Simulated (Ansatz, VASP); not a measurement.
Two plane-wave programs on AlN

Contents of POSCAR:

```
AlN
1.0
    3.1066937589      0.0000000000      0.0000000000
   -1.5533468794      2.6904757169      0.0000000000
    0.0000000000      0.0000000000      4.9785915513
Al N
2 2
Direct
    0.3333333333      0.6666666667     -0.0032954729
    0.6666666667      0.3333333333      0.4967045271
    0.3333333333      0.6666666667      0.3782954729
    0.6666666667      0.3333333333      0.8782954729
```

The input INCAR.step1:

```
SYSTEM = AlN
PREC = Accurate
ENCUT = 520
ISMEAR = 0
SIGMA = 0.01
LREAL = .FALSE.
LASPH = .TRUE.
NELM = 100
NBANDS = 16
GGA = PE
ALGO = Normal
EDIFF = 1E-4
LWAVE = .TRUE.
LCHARG = .FALSE.
```

The input INCAR.step2:

```
SYSTEM = AlN
PREC = Accurate
ENCUT = 520
EDIFF = 1E-6
ISMEAR = 0
SIGMA = 0.01
LREAL = .FALSE.
LASPH = .TRUE.
NELM = 100
ALGO = Normal
ISIF = 2
LWAVE = .FALSE.
LCHARG = .FALSE.
METAGGA = R2SCAN
LMIXTAU = .TRUE.
NBANDS = 16
ISTART = 1
```

File KPOINTS:

```
Automatic mesh
0
G
  9 9 4
  0 0 0
```

Input for Ansatz:

```yaml
crystal:
  lattice:
    - [3.1066937589, 0.0, 0.0]
    - [-1.5533468794, 2.6904757169, 0.0]
    - [0.0, 0.0, 4.9785915513]
  atoms:
    - { symbol: Al, position: [0.3333333333, 0.6666666667, -0.0032954729] }
    - { symbol: Al, position: [0.6666666667, 0.3333333333, 0.4967045271] }
    - { symbol: "N", position: [0.3333333333, 0.6666666667, 0.3782954729] }
    - { symbol: "N", position: [0.6666666667, 0.3333333333, 0.8782954729] }
kpoints:
  mp_grid: { grid: [9, 9, 4] }
hamiltonian:
  xc: r2scan
scf:
  occupations: { method: fixed }
  n_extra_bands: 5
output:
  forces: true
  stress: true
  eigenvalues: true
```

Alike in both runs: task single point; functional r2SCAN; k mesh 9 × 9 × 4; no spin polarisation.

|  | VASP | Ansatz |
| --- | --- | --- |
| version | VASP 6.6.1 | Ansatz 0.2.0 |
| potentials or method | VASP PAW PBE potentials, release 64 (Al, N) | plane waves, PAW |
| plane-wave cutoff (eV) | 520 | 500 |
| occupations | gaussian, width 0.01 eV | fixed |
| valence electrons in the cell | 16 | 16 |

|  | VASP | Ansatz | Ansatz less VASP |
| --- | --- | --- | --- |
| gap on the k mesh at the Fermi level (eV) | 4.92 | 4.88 | -0.040 |
| pressure (GPa) | -0.4 | 0.0 | +0.39 |

VASP's potentials were made for PBE, not for r2SCAN.
